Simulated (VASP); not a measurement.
Set up this calculation in VASP 6.6.1, as the native input.

| Property | Result |
| --- | --- |
| Task | single point |
| Functional | PBE |
| Potentials or basis | VASP PAW PBE potentials, release 64 (Tm_3, F), 4f in core |
| Cutoff | 600 eV |
| k mesh | 4 × 4 × 4 |
| Occupations | gaussian, width 0.1 eV |
| Spin | no spin polarisation |
| Dipole correction | no |
| Further INCAR settings | ALGO = Normal; EDIFF = 1e-06; NBANDS = 25 |

The structure of Tm3F lies in POSCAR:

```
Tm3F
1.0
    0.0000000000      3.4885238000      3.4885238000
    3.4885238000      0.0000000000      3.4885238000
    3.4885238000      3.4885238000      0.0000000000
Tm F
3 1
Direct
    0.2500000000      0.2500000000      0.2500000000
    0.7500000000      0.7500000000      0.7500000000
    0.0000000000      0.0000000000      0.0000000000
    0.5000000000      0.5000000000      0.5000000000
```

The cell was generated, and may not be a known phase.

The input as run:

INCAR

```
PREC = Accurate ; ENCUT = 600
EDIFF = 1E-6 ; ISMEAR = 0
SIGMA = 0.1 ; LREAL = F
LASPH = T ; NELM = 200
ALGO = Normal ; ISIF = 2
LWAVE = F ; LCHARG = F
GGA = PE ; NBANDS = 25
GGA_COMPAT = F ; LMAXMIX = 6
```

KPOINTS

```
Automatic mesh
0
Gamma
  4 4 4
```

Potentials or basis: VASP PAW PBE potentials, release 64 (Tm_3, F), 4f in core.

Run with:

```sh
$ cat potpaw_PBE.64/Tm_3/POTCAR potpaw_PBE.64/F/POTCAR > POTCAR
$ mpirun -np 1 vasp_std > vasp.out
```

It gave:

```yaml
Pressure: 11.4 GPa
Band_gap_on_the_k_mesh: zero (bands 17 and 18 overlap by 1.17 eV)
```

Caveat: the k points lie up to 0.39 Å⁻¹ apart, too coarse for converged energies and pressures of a metal; spin-orbit coupling is left out, which moves the levels of the heavy elements; the 4f electrons are frozen in the core, so they carry no moment and show no levels; the run has no spin polarisation, though such a crystal can be magnetic.

Wall time 21 s on 1 thread of Intel(R) Xeon(R) 6975P-C (Granite Rapids) (shared host), peak memory 0.23 GiB.
